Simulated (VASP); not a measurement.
# Mo in VASP: single point with PBE

Aim: the single point of Mo with PBE.

Everything below comes from runs of VASP 6.6.1. Logs are shortened: lines on timing, memory, paths and dates and some standing lists are left out, and cuts for length are marked.

### Step 1. The cell of the first run

The cell holds a slab with vacuum, 15 atoms: a = 4.470 Å, b = 4.470 Å, c = 27.773 Å, α = 90.00°, β = 90.00°, γ = 120.00°.

### Step 2. Single point, PBE

The input, INCAR:

```
SYSTEM = Mo
ALGO     = Normal         ! electronic algorithm
DIPOL    = 0.5 0.5 0.500
EDIFF    = 1E-7           ! SCF threshold, eV
ENCUT    = 520            ! plane-wave cutoff, eV
GGA      = PE             ! functional
IDIPOL   = 3            
ISIF     = 2              ! what is computed and relaxed
ISMEAR   = 0              ! smearing method
LASPH    = .TRUE.         ! aspherical terms in the spheres
LCHARG   = .FALSE.        ! write CHGCAR
LDIPOL   = .TRUE.       
LREAL    = Auto         
LWAVE    = .FALSE.        ! write WAVECAR
NBANDS   = 118            ! bands
NELM     = 100            ! most SCF steps
PREC     = Accurate       ! precision mode
SIGMA    = 0.1            ! smearing width, eV
```

The input, KPOINTS:

```
k-points
0
G
  9 9 1
  0 0 0
```

The input, POSCAR:

```
Mo
1.0
    4.4695390375      0.0000000000      0.0000000000
   -2.2347695188      3.8707343497      0.0000000000
    0.0000000000      0.0000000000     27.7727716986
Mo
15
Direct
    0.6666666667      0.3333333333      0.2798625393
    0.3333333333      0.6666666667      0.3058028816
    0.0000000000      0.0000000000      0.3317483022
    0.6666666667      0.3333333333      0.3686199405
    0.3333333333      0.6666666667      0.4010880992
    0.0000000000      0.0000000000      0.4346290729
    0.6666666667      0.3333333333      0.4671178727
    0.3333333333      0.6666666667      0.5000000005
    0.0000000000      0.0000000000      0.5328821276
    0.6666666667      0.3333333333      0.5653709284
    0.3333333333      0.6666666667      0.5989119004
    0.0000000000      0.0000000000      0.6313800593
    0.6666666667      0.3333333333      0.6682516971
    0.3333333333      0.6666666667      0.6941971177
    0.0000000000      0.0000000000      0.7201374607
```

Potentials or basis: VASP PAW PBE potentials, release 64 (Mo_sv).

On the command line:

```bash
$ cat potpaw_PBE.64/Mo_sv/POTCAR > POTCAR
$ mpirun -np 1 vasp_std > vasp.out
```

OUTCAR:

```text
SYSTEM = Mo
   EDIFF = 1E-7
   ENCUT = 520
   GGA = PE
   ISIF = 2
   ISMEAR = 0
   LASPH = .TRUE.
   LREAL = Auto
   NELM = 100
   PREC = Accurate

 ion  position               nearest neighbor table
   1  0.667  0.333  0.280-   4 2.47   2 2.68   2 2.68   2 2.68   3 2.96   3 2.96   3 2.96
   2  0.333  0.667  0.306-   5 2.65   1 2.68   1 2.68   1 2.68   3 2.68   3 2.68   3 2.68   4 3.11
                             4 3.11   4 3.11
   3  0.000  0.000  0.332-   2 2.68   2 2.68   2 2.68   4 2.78   4 2.78   4 2.78   6 2.86   1 2.96
                             1 2.96   1 2.96   5 3.22   5 3.22   5 3.22
   4  0.667  0.333  0.369-   1 2.47   5 2.73   5 2.73   5 2.73   7 2.74   3 2.78   3 2.78   3 2.78
                             2 3.11   2 3.11   2 3.11   6 3.17   6 3.17   6 3.17
   5  0.333  0.667  0.401-   2 2.65   4 2.73   4 2.73   4 2.73   6 2.74   6 2.74   6 2.74   8 2.75
                             7 3.17   7 3.17   7 3.17   3 3.22   3 3.22   3 3.22
   6  0.000  0.000  0.435-   9 2.73   7 2.73   7 2.73   7 2.73   5 2.74   5 2.74   5 2.74   3 2.86
                             8 3.16   8 3.16   8 3.16   4 3.17   4 3.17   4 3.17
   7  0.667  0.333  0.467-  10 2.73   6 2.73   6 2.73   6 2.73   4 2.74   8 2.74   8 2.74   8 2.74
                             9 3.16   9 3.16   9 3.16   5 3.17   5 3.17   5 3.17
   8  0.333  0.667  0.500-   9 2.74   9 2.74   9 2.74   7 2.74   7 2.74   7 2.74  11 2.75   5 2.75
                             6 3.16   6 3.16   6 3.16  10 3.16  10 3.16  10 3.16
   9  0.000  0.000  0.533-   6 2.73  10 2.73  10 2.73  10 2.73  12 2.74   8 2.74   8 2.74   8 2.74
                             7 3.16   7 3.16   7 3.16  11 3.17  11 3.17  11 3.17
  10  0.667  0.333  0.565-   7 2.73   9 2.73   9 2.73   9 2.73  11 2.74  11 2.74  11 2.74  13 2.86
                             8 3.16   8 3.16   8 3.16  12 3.17  12 3.17  12 3.17
  11  0.333  0.667  0.599-  14 2.65  12 2.73  12 2.73  12 2.73  10 2.74  10 2.74  10 2.74   8 2.75
                             9 3.17   9 3.17   9 3.17  13 3.22  13 3.22  13 3.22
  12  0.000  0.000  0.631-  15 2.47  11 2.73  11 2.73  11 2.73   9 2.74  13 2.78  13 2.78  13 2.78
                            14 3.11  14 3.11  14 3.11  10 3.17  10 3.17  10 3.17
  13  0.667  0.333  0.668-  14 2.68  14 2.68  14 2.68  12 2.78  12 2.78  12 2.78  10 2.86  15 2.96
                            15 2.96  15 2.96  11 3.22  11 3.22  11 3.22
  14  0.333  0.667  0.694-  11 2.65  15 2.68  15 2.68  15 2.68  13 2.68  13 2.68  13 2.68  12 3.11
                            12 3.11  12 3.11
  15  0.000  0.000  0.720-  12 2.47  14 2.68  14 2.68  14 2.68  13 2.96  13 2.96  13 2.96

  LATTYP: Found a hexagonal cell.
 ALAT       =     4.4695390375
 C/A-ratio  =     6.2137888193

  Lattice vectors:

 A1 = (   4.4695390375,   0.0000000000,   0.0000000000)
 A2 = (  -2.2347695188,   3.8707343497,   0.0000000000)
 A3 = (   0.0000000000,   0.0000000000,  27.7727716986)

Analysis of symmetry for initial positions (statically):
=====================================================================
 Subroutine PRICEL returns:
 Original cell was already a primitive cell.

 Routine SETGRP: Setting up the symmetry group for a
 hexagonal supercell.

 Subroutine GETGRP returns: Found 12 space group operations
 (whereof  6 operations were pure point group operations)
 out of a pool of 24 trial point group operations.

The static configuration has the point symmetry C_3v.
 The point group associated with its full space group is D_3d.

Analysis of symmetry for dynamics (positions and initial velocities):
=====================================================================
 Subroutine PRICEL returns:
 Original cell was already a primitive cell.

 Routine SETGRP: Setting up the symmetry group for a
 hexagonal supercell.

 Subroutine GETGRP returns: Found 12 space group operations
 (whereof  6 operations were pure point group operations)
 out of a pool of 24 trial point group operations.

The dynamic configuration has the point symmetry C_3v.
 The point group associated with its full space group is D_3d.

 Subroutine INISYM returns: Found 12 space group operations
 (whereof  6 operations are pure point group operations),
 and found     1 'primitive' translations

----------------------------------------------------------------------------------------

                                     Primitive cell

  volume of cell :     480.4800

  direct lattice vectors                    reciprocal lattice vectors
     4.469539037  0.000000000  0.000000000     0.223736719  0.129174455  0.000000000
    -2.234769519  3.870734350  0.000000000     0.000000000  0.258348910  0.000000000
     0.000000000  0.000000000 27.772771699     0.000000000  0.000000000  0.036006489
[... 77 lines left out ...]
  0.333333  0.222222  0.000000     12.000000
  0.333333  0.333333  0.000000      2.000000
   k-points           NKPTS =     12   k-points in BZ     NKDIM =     12   number of bands    NBANDS=    118
   number of dos      NEDOS =    301   number of ions     NIONS =     15
   total plane-waves  NPLWV = 272160
   dimension x,y,z NGX =    36 NGY =   36 NGZ =  210
   dimension x,y,z NGXF=    72 NGYF=   72 NGZF=  420
   ions per type =              15
   NGX,Y,Z   is equivalent  to a cutoff of  13.39, 13.39, 12.57 a.u.
   NGXF,Y,Z  is equivalent  to a cutoff of  26.78, 26.78, 25.14 a.u.
 SYSTEM =  Mo
   PREC   = accura    normal or accurate (medium, high low for compatibility)
   ISTART =      0    job   : 0-new  1-cont  2-samecut
   ICHARG =      2    charge: 1-file 2-atom 10-const
   ISPIN  =      1    spin polarized calculation?
   LNONCOLLINEAR =      F non collinear calculations
   LSORBIT =      F    spin-orbit coupling
   LASPH  =      T    aspherical Exc in radial PAW
   ENCUT  =  520.0 eV  38.22 Ry    6.18 a.u.   8.31  8.31 51.64*2*pi/ulx,y,z
   NELM   =    100;   NELMIN=  2; NELMDL= -5     # of ELM steps
   EDIFF  = 0.1E-06   stopping-criterion for ELM
   LREAL  =      T    real-space projection
   EDIFFG = 0.1E-05   stopping-criterion for IOM
   NSW    =      0    number of steps for IOM
   IBRION =     -1    ionic relax: 0-MD 1-quasi-New 2-CG
   NFREE  =      0    steps in history (QN), initial steepest desc. (CG)
   ISIF   =      2    stress and relaxation
   ISYM   =      2    0-nonsym 1-usesym 2-fastsym
   POTIM  = 0.5000    time-step for ionic-motion
   TEBEG  =    0.0;   TEEND  =   0.0 temperature during run
   PSTRESS=    0.0 pullay stress
   NELECT =     210.0000    total number of electrons
   NUPDOWN=      -1.0000    fix difference up-down
   EMIN   =  10.00;   EMAX   =-10.00  energy-range for DOS
   EFERMI =   0.00;   METHOD = LEGACY
   ISMEAR =     0;   SIGMA  =   0.10  broadening in eV -4-tet -1-fermi 0-gaus
   EFERMI_NEDOS =   21; number of points for ismear=-14 and -15
   IALGO  =     38    algorithm
   IMIX   =      4    mixing-type and parameters
     AMIX     =   0.40;   BMIX     =  1.00
     AMIX_MAG =   1.60;   BMIX_MAG =  1.00
  volume/ion in A,a.u.               =      32.03       216.16
  Fermi-wavevector in a.u.,A,eV,Ry     =   1.242385  2.347767 21.000867  1.543520
  Thomas-Fermi vector in A             =   2.376742
   LORBIT       =      0    0 simple, 1 ext, 2 COOP (PROOUT), +10 PAW based schemes
   GGA     = PE    functional components
   LHFCALC =     F    Hartree Fock is set to
   AEXX    =    0.0000 exact exchange contribution
   IVDW    =     0    specifies the selected vdW correction
   LEPSILON=     F    determine dielectric tensor
   LRPA    =     F    only Hartree local field effects (RPA)
 non-spin polarized calculation
 Gauss-broadening in eV      SIGMA  =   0.10
  energy-cutoff  :      520.00
  volume of cell :      480.48
 maximum number of plane-waves:     12995
 NGX is ok and might be reduce to    36
   NGX = 17   NGY = 17   NGZ =103

 dipolmoment           0.000000      0.000000      0.000000 electrons x Angstroem

 number of electron     210.0000015 magnetization

 dipolmoment           0.000000      0.000000     -0.000000 electrons x Angstroem

 Free energy of the ion-electron system (eV)
  ---------------------------------------------------
  ext. energy  EPLUGINS =         0.00000000
  ---------------------------------------------------
  free energy    TOTEN  =      -157.58816869 eV

  energy without entropy =     -157.52907150  energy(sigma->0) =     -157.55862009

 E-fermi :   4.1019     XC(G=0):  -7.3381

 val. band max:        4.0955693944   @ k =   0.3333   0.2222   0.0000
 cond. band min:       4.1211404831   @ k =   0.2222   0.1111   0.0000
 fundamental gap:      0.0255710886
 Fermi energy:         4.1019480824

 k-point     1 :       0.0000    0.0000    0.0000
  band No.  band energies     occupation
      1     -57.1038      2.00000
      2     -57.0565      2.00000
      3     -56.9976      2.00000
      4     -56.9298      2.00000
      5     -56.8901      2.00000
      6     -56.8842      2.00000
[... 1429 lines left out ...]
    116       5.1050      0.00000
    117       5.1055      0.00000
 [bands above 117 left out]

------------------------ aborting loop because EDIFF is reached ----------------------------------------

 vacuum level on the upper side and lower side of the slab       (xc-potential included)        -0.096        -0.096

  FORCE on cell =-STRESS in cart. coord.  units (eV):
  Direction    XX          YY          ZZ          XY          YZ          ZX
  --------------------------------------------------------------------------------------
  -------------------------------------------------------------------------------------
  Total       -3.7827282     -3.7827282      0.6784829      0.0000000      0.0000000      0.0000000
  in kB      -12.6136390    -12.6136390      2.2624248      0.0000000      0.0000000      0.0000000
  external PRESSURE =      -7.6549511 kB  Pullay stress =       0.0000000 kB

 VOLUME and BASIS-vectors are now :
 -----------------------------------------------------------------------------
  energy-cutoff  :      520.00
  volume of cell :      480.48
      direct lattice vectors                 reciprocal lattice vectors
     4.469539037  0.000000000  0.000000000     0.223736719  0.129174455  0.000000000
    -2.234769519  3.870734350  0.000000000     0.000000000  0.258348910  0.000000000
     0.000000000  0.000000000 27.772771699     0.000000000  0.000000000  0.036006489

 POSITION                                       TOTAL-FORCE (eV/Angst)
 -----------------------------------------------------------------------------------
      2.23477      1.29024      7.77256         0.000000     -0.000000     -0.056952
     -0.00000      2.58049      8.49299         0.000000      0.000000     -0.016958
      0.00000      0.00000      9.21357         0.000000     -0.000000     -0.006681
      2.23477      1.29024     10.23760         0.000000     -0.000000      0.029847
     -0.00000      2.58049     11.13933         0.000000      0.000000      0.003071
      0.00000      0.00000     12.07085         0.000000     -0.000000     -0.009049
      2.23477      1.29024     12.97316         0.000000     -0.000000     -0.007138
     -0.00000      2.58049     13.88639         0.000000     -0.000000     -0.000000
      0.00000      0.00000     14.79961        -0.000000     -0.000000      0.007138
      2.23477      1.29024     15.70192        -0.000000      0.000000      0.009049
     -0.00000      2.58049     16.63344        -0.000000     -0.000000     -0.003071
      0.00000      0.00000     17.53517        -0.000000     -0.000000     -0.029847
      2.23477      1.29024     18.55920         0.000000      0.000000      0.006681
     -0.00000      2.58049     19.27978        -0.000000     -0.000000      0.016958
      0.00000      0.00000     20.00021         0.000000     -0.000000      0.056952
 -----------------------------------------------------------------------------------
    total drift:                               -0.000000      0.000000     -0.000005

  FREE ENERGIE OF THE ION-ELECTRON SYSTEM (eV)
  ---------------------------------------------------
  free  energy   TOTEN  =      -157.5881686887 eV

  energy  without entropy=     -157.5290714970  energy(sigma->0) =     -157.55862009

 vacuum level on the upper side and lower side of the slab         8.017         8.017
```

It took 42 min on 1 thread of Intel Xeon Platinum 8488C (Sapphire Rapids), shared host; peak memory 0.8 GiB.

What came out:

| Quantity | Value |
| --- | --- |
| Free energy | -157.5882 eV |
| Largest force | 0.057 eV/Å |
| Band gap on the k mesh | zero (bands 105 and 106 overlap by 0.11 eV) |

Forces in eV/Å, atoms in the order of the input:
```
Mo   0.000  0.000 -0.057
Mo   0.000  0.000 -0.017
Mo   0.000  0.000 -0.007
Mo   0.000  0.000  0.030
Mo   0.000  0.000  0.003
Mo   0.000  0.000 -0.009
Mo   0.000  0.000 -0.007
Mo   0.000  0.000  0.000
Mo   0.000  0.000  0.007
Mo   0.000  0.000  0.009
Mo   0.000  0.000 -0.003
Mo   0.000  0.000 -0.030
Mo   0.000  0.000  0.007
Mo   0.000  0.000  0.017
Mo   0.000  0.000  0.057
```

The gap in the log of VASP goes by the Fermi energy; the results here count the filled bands.